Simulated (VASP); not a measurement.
# Ir (Fm-3m) in VASP: a series of runs

Runs on Ir. Level: PBE. Tasks: single point.

All numbers are computed with VASP 6.6.1; they aren't measurements. Logs are shortened: lines on timing, memory, paths and dates and some standing lists are left out, and cuts for length are marked.

### 1 The cell of the first run

It takes space group Fm-3m (No. 225, cubic). Conventional cell: a = 3.872 Å, b = 3.872 Å, c = 3.872 Å, α = 90.00°, β = 90.00°, γ = 90.00°. Within 3.6 Å of Ir (site symmetry m-3m) lie 12 Ir at 2.74 Å.

### 2 Single point, PBE

INCAR

```
PREC = Accurate
ENCUT = 520
EDIFF = 1E-7
ISMEAR = -1
SIGMA = 0.6
LREAL = F
LASPH = T
NELM = 60
ALGO = Normal
ISIF = 2
LWAVE = F
LCHARG = T
GGA = PE
LELF = T
LVHAR = T
NBANDS = 10
```

KPOINTS

```
regular mesh
0
Gamma
  14 14 14
```

POSCAR

```
Ir
1.0
    0.0000000000      1.9360622002      1.9360622002
    1.9360622002      0.0000000000      1.9360622002
    1.9360622002      1.9360622002      0.0000000000
Ir
1
Direct
    0.0000000000      0.0000000000      0.0000000000
```

Potentials or basis: VASP PAW PBE potentials, release 64 (Ir).

On the command line:

```
cat potpaw_PBE.64/Ir/POTCAR > POTCAR
mpirun -np 1 vasp_std > vasp.out
```

OUTCAR:

```text
PREC = Accurate
   ENCUT = 520
   EDIFF = 1E-7
   ISMEAR = -1
   LREAL = F
   LASPH = T
   NELM = 60
   ISIF = 2
   GGA = PE

 ion  position               nearest neighbor table
   1  0.000  0.000  0.000-

  LATTYP: Found a face centered cubic cell.
 ALAT       =     3.8721244004

  Lattice vectors:

 A1 = (   0.0000000000,   1.9360622002,   1.9360622002)
 A2 = (   1.9360622002,   0.0000000000,   1.9360622002)
 A3 = (   1.9360622002,   1.9360622002,   0.0000000000)

Analysis of symmetry for initial positions (statically):
=====================================================================
 Subroutine PRICEL returns:
 Original cell was already a primitive cell.

 Routine SETGRP: Setting up the symmetry group for a
 face centered cubic supercell.

 Subroutine GETGRP returns: Found 48 space group operations
 (whereof 48 operations were pure point group operations)
 out of a pool of 48 trial point group operations.

The static configuration has the point symmetry O_h .

Analysis of symmetry for dynamics (positions and initial velocities):
=====================================================================
 Subroutine PRICEL returns:
 Original cell was already a primitive cell.

 Routine SETGRP: Setting up the symmetry group for a
 face centered cubic supercell.

 Subroutine GETGRP returns: Found 48 space group operations
 (whereof 48 operations were pure point group operations)
 out of a pool of 48 trial point group operations.

The dynamic configuration has the point symmetry O_h .

 Subroutine INISYM returns: Found 48 space group operations
 (whereof 48 operations are pure point group operations),
 and found     1 'primitive' translations

----------------------------------------------------------------------------------------

                                     Primitive cell

  volume of cell :      14.5140

  direct lattice vectors                    reciprocal lattice vectors
     0.000000000  1.936062200  1.936062200    -0.258256166  0.258256166  0.258256166
     1.936062200  0.000000000  1.936062200     0.258256166 -0.258256166  0.258256166
     1.936062200  1.936062200  0.000000000     0.258256166  0.258256166 -0.258256166

  length of vectors
     2.738005421  2.738005421  2.738005421     0.447312800  0.447312800  0.447312800

  position of ions in fractional coordinates (direct lattice)
     0.000000000  0.000000000  0.000000000

  ion indices of the primitive-cell ions
   primitive index   ion index
                 1           1

----------------------------------------------------------------------------------------

 KPOINTS: regular mesh

Automatic generation of k-mesh.
 Grid dimensions read from file:
 generate k-points for:   14   14   14

 Generating k-lattice:

  Cartesian coordinates                     Fractional coordinates (reciprocal lattice)
    -0.018446869  0.018446869  0.018446869     0.071428571  0.000000000  0.000000000
     0.018446869 -0.018446869  0.018446869     0.000000000  0.071428571  0.000000000
     0.018446869  0.018446869 -0.018446869     0.000000000  0.000000000  0.071428571

  Length of vectors
     0.031950914  0.031950914  0.031950914

  Shift w.r.t. Gamma in fractional coordinates (k-lattice)
     0.000000000  0.000000000  0.000000000

 Subroutine IBZKPT returns following result:
 ===========================================

 Found    104 irreducible k-points:

 Following reciprocal coordinates:
            Coordinates               Weight
  0.000000  0.000000  0.000000      1.000000
  0.071429  0.000000  0.000000      8.000000
  0.142857  0.000000  0.000000      8.000000
  0.214286  0.000000  0.000000      8.000000
  0.285714  0.000000  0.000000      8.000000
  0.357143  0.000000  0.000000      8.000000
[... 16 lines left out ...]
  0.214286  0.142857  0.000000     24.000000
  0.285714  0.142857  0.000000     24.000000
 [... further k-points ...]
   k-points           NKPTS =    104   k-points in BZ     NKDIM =    104   number of bands    NBANDS=     10
   number of dos      NEDOS =    301   number of ions     NIONS =      1
   total plane-waves  NPLWV =   8000
   dimension x,y,z NGX =    20 NGY =   20 NGZ =   20
   dimension x,y,z NGXF=    40 NGYF=   40 NGZF=   40
   ions per type =               1
   NGX,Y,Z   is equivalent  to a cutoff of  12.14, 12.14, 12.14 a.u.
   NGXF,Y,Z  is equivalent  to a cutoff of  24.29, 24.29, 24.29 a.u.
 SYSTEM =  unknown system
   PREC   = accura    normal or accurate (medium, high low for compatibility)
   ISTART =      0    job   : 0-new  1-cont  2-samecut
   ICHARG =      2    charge: 1-file 2-atom 10-const
   ISPIN  =      1    spin polarized calculation?
   LNONCOLLINEAR =      F non collinear calculations
   LSORBIT =      F    spin-orbit coupling
   LASPH  =      T    aspherical Exc in radial PAW
   ENCUT  =  520.0 eV  38.22 Ry    6.18 a.u.   5.09  5.09  5.09*2*pi/ulx,y,z
   NELM   =     60;   NELMIN=  2; NELMDL= -5     # of ELM steps
   EDIFF  = 0.1E-06   stopping-criterion for ELM
   LREAL  =      F    real-space projection
   EDIFFG = 0.1E-05   stopping-criterion for IOM
   NSW    =      0    number of steps for IOM
   IBRION =     -1    ionic relax: 0-MD 1-quasi-New 2-CG
   NFREE  =      0    steps in history (QN), initial steepest desc. (CG)
   ISIF   =      2    stress and relaxation
   ISYM   =      2    0-nonsym 1-usesym 2-fastsym
   POTIM  = 0.5000    time-step for ionic-motion
   TEBEG  =    0.0;   TEEND  =   0.0 temperature during run
   PSTRESS=    0.0 pullay stress
   NELECT =       9.0000    total number of electrons
   NUPDOWN=      -1.0000    fix difference up-down
   EMIN   =  10.00;   EMAX   =-10.00  energy-range for DOS
   EFERMI =   0.00;   METHOD = LEGACY
   ISMEAR =    -1;   SIGMA  =   0.60  broadening in eV -4-tet -1-fermi 0-gaus
   EFERMI_NEDOS =   21; number of points for ismear=-14 and -15
   IALGO  =     38    algorithm
   IMIX   =      4    mixing-type and parameters
     AMIX     =   0.40;   BMIX     =  1.00
     AMIX_MAG =   1.60;   BMIX_MAG =  1.00
  volume/ion in A,a.u.               =      14.51        97.95
  Fermi-wavevector in a.u.,A,eV,Ry     =   1.396024  2.638104 26.516181  1.948884
  Thomas-Fermi vector in A             =   2.519419
   LORBIT       =      0    0 simple, 1 ext, 2 COOP (PROOUT), +10 PAW based schemes
   GGA     = PE    functional components
   LHFCALC =     F    Hartree Fock is set to
   AEXX    =    0.0000 exact exchange contribution
   IVDW    =     0    specifies the selected vdW correction
   LEPSILON=     F    determine dielectric tensor
   LRPA    =     F    only Hartree local field effects (RPA)
 non-spin polarized calculation
  energy-cutoff  :      520.00
  volume of cell :       14.51
 maximum number of plane-waves:       399
   NGX = 11   NGY = 11   NGZ = 11

 number of electron       9.0000000 magnetization

 Free energy of the ion-electron system (eV)
  ---------------------------------------------------
  ext. energy  EPLUGINS =         0.00000000
  ---------------------------------------------------
  free energy    TOTEN  =        -9.44796404 eV

  energy without entropy =       -8.28488633  energy(sigma->0) =       -8.86642519

 E-fermi :   9.9564     XC(G=0): -13.8288

 val. band max:        9.9463955954   @ k =  -0.2143   0.3571   0.1429
 cond. band min:       9.9911063262   @ k =   0.4286   0.3571   0.0000
 fundamental gap:      0.0447107309
 Fermi energy:         9.9563582182

 k-point     1 :       0.0000    0.0000    0.0000
  band No.  band energies     occupation
      1      -0.8763      2.00000
      2       6.2828      1.99562
      3       6.2828      1.99562
      4       6.2828      1.99562
      5       8.8601      1.72282
      6       8.8601      1.72282
      7      24.3464      0.00000
      8      29.7601      0.00000
      9      29.7601      0.00000
     10      29.7601      0.00000

 k-point     2 :       0.0714    0.0000    0.0000
  band No.  band energies     occupation
      1      -0.6560      2.00000
      2       6.1678      1.99639
      3       6.3768      1.99488
      4       6.3768      1.99488
      5       8.8014      1.74539
      6       8.8014      1.74539
      7      24.7213      0.00000
      8      28.6363      0.00000
      9      30.1189      0.00000
     10      30.1189      0.00000

 k-point     3 :       0.1429    0.0000    0.0000
  band No.  band energies     occupation
      1      -0.0329      2.00000
      2       5.9040      1.99767
      3       6.5950      1.99265
      4       6.5950      1.99265
      5       8.7103      1.77725
      6       8.7103      1.77725
      7      25.6693      0.00000
      8      26.6928      0.00000
      9      31.1392      0.00000
     10      31.1392      0.00000

 k-point     4 :       0.2143    0.0000    0.0000
  band No.  band energies     occupation
      1       0.8506      2.00000
      2       5.7213      1.99828
      3       6.7315      1.99078
      4       6.7315      1.99078
      5       8.8334      1.73328
      6       8.8334      1.73328
      7      24.6474      0.00000
      8      26.6149      0.00000
      9      32.6333      0.00000
     10      32.6333      0.00000
[... 222 lines left out ...]
 k-point    22 :       0.1429    0.1429    0.0000
  band No.  band energies     occupation
      1       0.2563      2.00000
      2       5.4876      1.99884
      3       6.9354      1.98707
      4       6.9354      1.98707
      5       7.9558      1.93117
      6       9.1930      1.56224
      7      26.2534      0.00000
      8      27.9922      0.00000
      9      29.8611      0.00000
     10      29.8611      0.00000

 k-point    23 :       0.2143    0.1429    0.0000
  band No.  band energies     occupation
      1       0.9461      2.00000
      2       5.1568      1.99933
      3       7.0538      1.98427
      4       7.2399      1.97862
      5       7.8851      1.93859
      6       9.3849      1.44324
      7      26.7361      0.00000
      8      27.2626      0.00000
      9      29.8050      0.00000
     10      30.3873      0.00000

 k-point    24 :       0.2857    0.1429    0.0000
  band No.  band energies     occupation
      1       1.8189      2.00000
      2       4.9780      1.99950
      3       6.6350      1.99214
      4       7.3563      1.97409
      5       8.6472      1.79722
      6       9.7754      1.14968
      7      24.7078      0.00000
      8      27.6554      0.00000
      9      29.6473      0.00000
     10      30.7225      0.00000

 [... further k-points ...]
[... 5 lines left out ...]
  --------------------------------------------------------------------------------------
  -------------------------------------------------------------------------------------
  Total        0.9701461      0.9701461      0.9701461     -0.0000000     -0.0000000      0.0000000
  in kB      107.0926900    107.0926900    107.0926900     -0.0000000     -0.0000000      0.0000000
  external PRESSURE =     107.0926900 kB  Pullay stress =       0.0000000 kB

 VOLUME and BASIS-vectors are now :
 -----------------------------------------------------------------------------
  energy-cutoff  :      520.00
  volume of cell :       14.51
      direct lattice vectors                 reciprocal lattice vectors
     0.000000000  1.936062200  1.936062200    -0.258256166  0.258256166  0.258256166
     1.936062200  0.000000000  1.936062200     0.258256166 -0.258256166  0.258256166
     1.936062200  1.936062200  0.000000000     0.258256166  0.258256166 -0.258256166

 POSITION                                       TOTAL-FORCE (eV/Angst)
 -----------------------------------------------------------------------------------
      0.00000      0.00000      0.00000         0.000000      0.000000      0.000000
 -----------------------------------------------------------------------------------
    total drift:                                0.000000      0.000000     -0.000000

  FREE ENERGIE OF THE ION-ELECTRON SYSTEM (eV)
  ---------------------------------------------------
  free  energy   TOTEN  =        -9.4479640364 eV

  energy  without entropy=       -8.2848863348  energy(sigma->0) =       -8.86642519
```

Wall time 31 s (1 thread of Intel Xeon 6975P-C, shared host); peak memory 0.13 GiB.

What came out:

```
Free energy : -9.4480 eV
Pressure    : 10.7 GPa
```

Levels at points of the mesh, in eV from the Fermi level:
| k point | band 1 | band 2 | band 3 | band 4 | band 5 | band 6 | band 7 | band 8 |
| --- | --- | --- | --- | --- | --- | --- | --- | --- |
| (0.00, 0.00, 0.00) | -10.83 | -3.67 | -3.67 | -3.67 | -1.10 | -1.10 | 14.39 | 19.80 |
| (0.50, 0.00, 0.00) | -7.79 | -3.78 | -3.78 | -0.69 | 0.92 | 0.92 | 7.06 | 13.91 |
| (0.50, 0.50, 0.00) | -7.60 | -7.01 | 0.88 | 1.49 | 1.49 | 1.73 | 10.21 | 11.60 |

Caveat: spin-orbit coupling is left out, which moves the levels of the heavy elements.

### 3 Single point, PBE

INCAR

```
SYSTEM = Ir
PREC     = Accurate       ! precision mode
ENCUT    = 520            ! plane-wave cutoff, eV
EDIFF    = 1E-6           ! SCF threshold, eV
ISMEAR   = 1              ! smearing method
SIGMA    = 0.3            ! smearing width, eV
LREAL    = .FALSE.        ! projectors in reciprocal space
LASPH    = .TRUE.         ! aspherical terms in the spheres
NELM     = 80             ! most SCF steps
ALGO     = Normal         ! electronic algorithm
ISIF     = 2              ! what is computed and relaxed
LWAVE    = .FALSE.        ! write WAVECAR
LCHARG   = .TRUE.         ! write CHGCAR
GGA      = PE             ! functional
LELF     = .TRUE.         ! ELF
LVHAR    = .TRUE.       
NBANDS   = 10             ! bands
```

KPOINTS

```
regular mesh
0
G
  14 14 14
  0 0 0
```

POSCAR is that of step 2.

Potentials or basis: VASP PAW PBE potentials, release 64 (Ir).

On the command line:

```
cat potpaw_PBE.64/Ir/POTCAR > POTCAR
mpirun -np 1 vasp_std > vasp.out
```

It took 12 s on 1 thread of Intel Xeon 6975P-C, shared host; peak memory 0.14 GiB.

The run converged. Its results:

```
Free energy : -8.8431 eV
Pressure    : 0.2 GPa
```

Levels at points of the mesh, in eV from the Fermi level:
| k point | band 2 | band 3 | band 4 | band 5 | band 6 | band 7 |
| --- | --- | --- | --- | --- | --- | --- |
| (0.00, 0.00, 0.00) | -3.65 | -3.65 | -3.65 | -1.07 | -1.07 | 14.46 |
| (0.50, 0.00, 0.00) | -3.75 | -3.75 | -0.61 | 0.93 | 0.93 | 7.09 |
| (0.50, 0.50, 0.00) | -6.98 | 0.90 | 1.49 | 1.49 | 1.79 | 10.25 |

Caveat: spin-orbit coupling is left out, which moves the levels of the heavy elements.
